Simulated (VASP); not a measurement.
# Y (Cmce) in VASP: single point with r2SCAN

Aim: the single point of Y with r2SCAN.

Program: VASP 6.6.1. These are calculated values, not measurements. Logs are shortened: lines on timing, memory, paths and dates and some standing lists are left out, and cuts for length are marked.

## Step 1: The cell of the first run

It takes space group Cmce (No. 64, orthorhombic). The conventional cell has a = 4.060 Å, b = 12.878 Å, c = 5.372 Å, α = 90.00°, β = 90.00°, γ = 90.00°. Within 3.5 Å of Y (site symmetry m) lie 3 Y at 2.66 to 2.70 Å.

## Step 2: Single point, r2SCAN

POSCAR reads:

```
Y
1.0
    2.0298146149     -6.4389889595      0.0000000000
    2.0298146149      6.4389889595      0.0000000000
    0.0000000000      0.0000000000      5.3719565034
Y
4
Direct
    0.0980000000      0.9020000000      0.9100000000
    0.5980000000      0.4020000000      0.5900000000
    0.9020000000      0.0980000000      0.0900000000
    0.4020000000      0.5980000000      0.4100000000
```

INCAR.step1 reads:

```
PREC = Accurate ; ENCUT = 520
ISMEAR = 0 ; SIGMA = 0.1
LREAL = F ; LASPH = T
NELM = 60 ; NBANDS = 30
GGA = PE ; ALGO = Normal
EDIFF = 1E-4 ; LWAVE = T
LCHARG = F
```

INCAR.step2 reads:

```
PREC = Accurate ; ENCUT = 520
EDIFF = 1E-7 ; ISMEAR = 0
SIGMA = 0.1 ; LREAL = F
LASPH = T ; NELM = 60
ALGO = Normal ; ISIF = 2
LWAVE = F ; LCHARG = F
METAGGA = R2SCAN ; LMIXTAU = T
NBANDS = 30 ; ISTART = 1
```

KPOINTS reads:

```
regular mesh
0
Gamma
  6 6 4
```

Potentials or basis: VASP PAW PBE potentials, release 64 (Y_sv).

On the command line:

```sh
$ cat potpaw_PBE.64/Y_sv/POTCAR > POTCAR
$ cp INCAR.step1 INCAR
$ mpirun -np 1 vasp_std > vasp.out
$ cp INCAR.step2 INCAR
$ mpirun -np 1 vasp_std > vasp.out
```

OUTCAR:

```text
PREC = Accurate
   ENCUT = 520
   EDIFF = 1E-7
   ISMEAR = 0
   LREAL = F
   LASPH = T
   NELM = 60
   ISIF = 2
   METAGGA = R2SCAN
   ISTART = 1

 ion  position               nearest neighbor table
   1  0.098  0.902  0.910-   2 2.66   2 2.66   3 2.70   2 4.18   2 4.18   4 4.21   4 4.21   4 4.21
                             4 4.21
   2  0.598  0.402  0.590-   1 2.66   1 2.66   4 2.70   1 4.18   1 4.18   3 4.21   3 4.21   3 4.21
                             3 4.21
   3  0.902  0.098  0.090-   4 2.66   4 2.66   1 2.70   4 4.18   4 4.18   2 4.21   2 4.21   2 4.21
                             2 4.21
   4  0.402  0.598  0.410-   3 2.66   3 2.66   2 2.70   3 4.18   3 4.18   1 4.21   1 4.21   1 4.21
                             1 4.21

  LATTYP: Found a base centered orthorhombic cell.
 ALAT       =     4.0596292298
 B/A-ratio  =     3.1722054380
 C/A-ratio  =     1.3232628399

  Lattice vectors:

 A1 = (   2.0298146149,  -6.4389889595,   0.0000000000)
 A2 = (   2.0298146149,   6.4389889595,   0.0000000000)
 A3 = (   0.0000000000,   0.0000000000,   5.3719565034)

Analysis of symmetry for initial positions (statically):
=====================================================================
 Subroutine PRICEL returns:
 Original cell was already a primitive cell.

 Routine SETGRP: Setting up the symmetry group for a
 base centered orthorhombic supercell.

 Subroutine GETGRP returns: Found  8 space group operations
 (whereof  4 operations were pure point group operations)
 out of a pool of  8 trial point group operations.

The static configuration has the point symmetry C_2h.
 The point group associated with its full space group is D_2h.

Analysis of symmetry for dynamics (positions and initial velocities):
=====================================================================
 Subroutine PRICEL returns:
 Original cell was already a primitive cell.

 Routine SETGRP: Setting up the symmetry group for a
 base centered orthorhombic supercell.

 Subroutine GETGRP returns: Found  8 space group operations
 (whereof  4 operations were pure point group operations)
 out of a pool of  8 trial point group operations.

The dynamic configuration has the point symmetry C_2h.
 The point group associated with its full space group is D_2h.

 Subroutine INISYM returns: Found  8 space group operations
 (whereof  4 operations are pure point group operations),
 and found     1 'primitive' translations

----------------------------------------------------------------------------------------

                                     Primitive cell

  volume of cell :     140.4224

  direct lattice vectors                    reciprocal lattice vectors
     2.029814615 -6.438988959  0.000000000     0.246327914 -0.077651942  0.000000000
     2.029814615  6.438988959  0.000000000     0.246327914  0.077651942  0.000000000
     0.000000000  0.000000000  5.371956503     0.000000000  0.000000000  0.186151917

  length of vectors
     6.751349953  6.751349953  5.371956503     0.258277497  0.258277497  0.186151917

  position of ions in fractional coordinates (direct lattice)
     0.098000000  0.902000000  0.910000000
     0.598000000  0.402000000  0.590000000
     0.902000000  0.098000000  0.090000000
     0.402000000  0.598000000  0.410000000

  ion indices of the primitive-cell ions
   primitive index   ion index
                 1           1
                 2           2
                 3           3
                 4           4

----------------------------------------------------------------------------------------

 KPOINTS: regular mesh

Automatic generation of k-mesh.
 Grid dimensions read from file:
 generate k-points for:    6    6    4

 Generating k-lattice:

  Cartesian coordinates                     Fractional coordinates (reciprocal lattice)
     0.041054652 -0.012941990  0.000000000     0.166666667 -0.000000000  0.000000000
     0.041054652  0.012941990  0.000000000    -0.000000000  0.166666667  0.000000000
     0.000000000  0.000000000  0.046537979     0.000000000  0.000000000  0.250000000

  Length of vectors
     0.043046249  0.043046249  0.046537979

  Shift w.r.t. Gamma in fractional coordinates (k-lattice)
     0.000000000  0.000000000  0.000000000

 Subroutine IBZKPT returns following result:
 ===========================================

 Found     39 irreducible k-points:

 Following reciprocal coordinates:
            Coordinates               Weight
  0.000000  0.000000  0.000000      1.000000
  0.166667  0.000000  0.000000      4.000000
  0.333333  0.000000  0.000000      4.000000
  0.500000  0.000000  0.000000      2.000000
  0.166667  0.166667  0.000000      2.000000
  0.333333  0.166667  0.000000      4.000000
[... 16 lines left out ...]
  0.333333  0.333333  0.250000      4.000000
  0.500000  0.333333  0.250000      8.000000
 [... further k-points ...]
   k-points           NKPTS =     39   k-points in BZ     NKDIM =     39   number of bands    NBANDS=     30
   number of dos      NEDOS =    301   number of ions     NIONS =      4
   total plane-waves  NPLWV = 100000
   dimension x,y,z NGX =    50 NGY =   50 NGZ =   40
   dimension x,y,z NGXF=   100 NGYF=  100 NGZF=   80
   ions per type =               4
   NGX,Y,Z   is equivalent  to a cutoff of  12.31, 12.31, 12.38 a.u.
   NGXF,Y,Z  is equivalent  to a cutoff of  24.62, 24.62, 24.76 a.u.
 SYSTEM =  unknown system
   PREC   = accura    normal or accurate (medium, high low for compatibility)
   ISTART =      1    job   : 0-new  1-cont  2-samecut
   ICHARG =      0    charge: 1-file 2-atom 10-const
   ISPIN  =      1    spin polarized calculation?
   LNONCOLLINEAR =      F non collinear calculations
   LSORBIT =      F    spin-orbit coupling
   LASPH  =      T    aspherical Exc in radial PAW
   ENCUT  =  520.0 eV  38.22 Ry    6.18 a.u.  12.55 12.55  9.99*2*pi/ulx,y,z
   NELM   =     60;   NELMIN=  2; NELMDL=  0     # of ELM steps
   EDIFF  = 0.1E-06   stopping-criterion for ELM
   LREAL  =      F    real-space projection
   EDIFFG = 0.1E-05   stopping-criterion for IOM
   NSW    =      0    number of steps for IOM
   IBRION =     -1    ionic relax: 0-MD 1-quasi-New 2-CG
   NFREE  =      0    steps in history (QN), initial steepest desc. (CG)
   ISIF   =      2    stress and relaxation
   ISYM   =      2    0-nonsym 1-usesym 2-fastsym
   POTIM  = 0.5000    time-step for ionic-motion
   TEBEG  =    0.0;   TEEND  =   0.0 temperature during run
   PSTRESS=    0.0 pullay stress
   NELECT =      44.0000    total number of electrons
   NUPDOWN=      -1.0000    fix difference up-down
   EMIN   =  10.00;   EMAX   =-10.00  energy-range for DOS
   EFERMI =   0.00;   METHOD = LEGACY
   ISMEAR =     0;   SIGMA  =   0.10  broadening in eV -4-tet -1-fermi 0-gaus
   EFERMI_NEDOS =   21; number of points for ismear=-14 and -15
   IALGO  =     38    algorithm
   IMIX   =      4    mixing-type and parameters
     AMIX     =   0.40;   BMIX     =  1.00
     AMIX_MAG =   1.60;   BMIX_MAG =  1.00
  volume/ion in A,a.u.               =      35.11       236.90
  Fermi-wavevector in a.u.,A,eV,Ry     =   1.111937  2.101256 16.822298  1.236404
  Thomas-Fermi vector in A             =   2.248506
   LORBIT       =      0    0 simple, 1 ext, 2 COOP (PROOUT), +10 PAW based schemes
   METAGGA = R2SCAN    functional components
   LHFCALC =     F    Hartree Fock is set to
   AEXX    =    0.0000 exact exchange contribution
   IVDW    =     0    specifies the selected vdW correction
   LEPSILON=     F    determine dielectric tensor
   LRPA    =     F    only Hartree local field effects (RPA)
 non-spin polarized calculation
 Gauss-broadening in eV      SIGMA  =   0.10
  energy-cutoff  :      520.00
  volume of cell :      140.42
 maximum number of plane-waves:      3808
   NGX = 25   NGY = 25   NGZ = 19

 number of electron      44.0000002 magnetization

 Free energy of the ion-electron system (eV)
  ---------------------------------------------------
  ext. energy  EPLUGINS =         0.00000000
  ---------------------------------------------------
  free energy    TOTEN  =       -74.68426994 eV

  energy without entropy =      -74.66805936  energy(sigma->0) =      -74.67616465

 E-fermi :   2.4040     XC(G=0):  -9.5221

 val. band max:        2.3760123295   @ k =   0.5000   0.1667   0.5000
 cond. band min:       2.4118494902   @ k =   0.3333   0.1667   0.0000
 fundamental gap:      0.0358371607
 Fermi energy:         2.4040374637

 k-point     1 :       0.0000    0.0000    0.0000
  band No.  band energies     occupation
      1     -42.4577      2.00000
      2     -42.2180      2.00000
      3     -41.8862      2.00000
      4     -41.6398      2.00000
      5     -22.5595      2.00000
      6     -22.4889      2.00000
[... 22 lines left out ...]
     29       4.4383      0.00000
     30       4.8661      0.00000

 k-point     2 :       0.1667    0.0000    0.0000
  band No.  band energies     occupation
      1     -42.4194      2.00000
      2     -42.1796      2.00000
      3     -41.9243      2.00000
      4     -41.6788      2.00000
      5     -22.5488      2.00000
      6     -22.5456      2.00000
[... 22 lines left out ...]
     29       4.1852      0.00000
     30       4.9046      0.00000

 k-point     3 :       0.3333    0.0000    0.0000
  band No.  band energies     occupation
      1     -42.3147      2.00000
      2     -42.0744      2.00000
      3     -42.0287      2.00000
      4     -41.7852      2.00000
      5     -22.6149      2.00000
      6     -22.5509      2.00000
[... 22 lines left out ...]
     29       4.3365      0.00000
     30       4.6761      0.00000

 k-point     4 :       0.5000    0.0000    0.0000
  band No.  band energies     occupation
      1     -42.1716      2.00000
      2     -42.1716      2.00000
      3     -41.9301      2.00000
      4     -41.9301      2.00000
      5     -22.6009      2.00000
      6     -22.6009      2.00000
[... 616 lines left out ...]
     29       4.1996      0.00000
     30       4.3208      0.00000

 k-point    23 :       0.3333    0.3333    0.2500
  band No.  band energies     occupation
      1     -42.2939      2.00000
      2     -42.1539      2.00000
      3     -41.9492      2.00000
      4     -41.8060      2.00000
      5     -22.6115      2.00000
      6     -22.5290      2.00000
[... 22 lines left out ...]
     29       4.3897      0.00000
     30       4.5141      0.00000

 k-point    24 :       0.5000    0.3333    0.2500
  band No.  band energies     occupation
      1     -42.3934      2.00000
      2     -42.2347      2.00000
      3     -41.8690      2.00000
      4     -41.7053      2.00000
      5     -22.5310      2.00000
      6     -22.4947      2.00000
[... 22 lines left out ...]
     29       4.1619      0.00000
     30       5.0520      0.00000

 [... further k-points ...]
[... 5 lines left out ...]
  --------------------------------------------------------------------------------------
  -------------------------------------------------------------------------------------
  Total        1.5421038     -2.0021563     -0.6216198      0.0000000      0.0000000      0.0000000
  in kB       17.5949345    -22.8439927     -7.0924922      0.0000000      0.0000000      0.0000000
  external PRESSURE =      -4.1138501 kB  Pullay stress =       0.0000000 kB

 VOLUME and BASIS-vectors are now :
 -----------------------------------------------------------------------------
  energy-cutoff  :      520.00
  volume of cell :      140.42
      direct lattice vectors                 reciprocal lattice vectors
     2.029814615 -6.438988959  0.000000000     0.246327914 -0.077651942  0.000000000
     2.029814615  6.438988959  0.000000000     0.246327914  0.077651942  0.000000000
     0.000000000  0.000000000  5.371956503     0.000000000  0.000000000  0.186151917

 POSITION                                       TOTAL-FORCE (eV/Angst)
 -----------------------------------------------------------------------------------
      2.02981      5.17695      4.88848         0.000000     -1.353581      1.994953
      2.02981     -1.26204      3.16945         0.000000     -1.353581     -1.994953
      2.02981     -5.17695      0.48348         0.000000      1.353581     -1.994953
      2.02981      1.26204      2.20250         0.000000      1.353581      1.994953
 -----------------------------------------------------------------------------------
    total drift:                                0.000000     -0.000000      0.000000

  FREE ENERGIE OF THE ION-ELECTRON SYSTEM (eV)
  ---------------------------------------------------
  free  energy   TOTEN  =       -74.6842699405 eV

  energy  without entropy=      -74.6680593598  energy(sigma->0) =      -74.67616465
```

Wall time 10 min (1 thread of Intel Xeon Platinum 8488C (Sapphire Rapids), shared host); peak memory 0.42 GiB.

Results:

- Free energy: -74.6843 eV
- Pressure: -0.4 GPa
- Largest force: 2.411 eV/Å
- Band gap on the k mesh: zero (bands 22 and 23 overlap by 0.45 eV)

Forces in eV/Å, atoms in the order of the input:
```
Y    0.000 -1.354  1.995
Y    0.000 -1.354 -1.995
Y    0.000  1.354 -1.995
Y    0.000  1.354  1.995
```

Stress tensor (GPa, compression positive):
```
 1.76  0.00  0.00
 0.00 -2.28  0.00
 0.00  0.00 -0.71
```

Caveat: the PAW data sets were made with another functional, which shifts forces and pressure a little.

The gap in the log of VASP goes by the Fermi energy; the results here count the filled bands.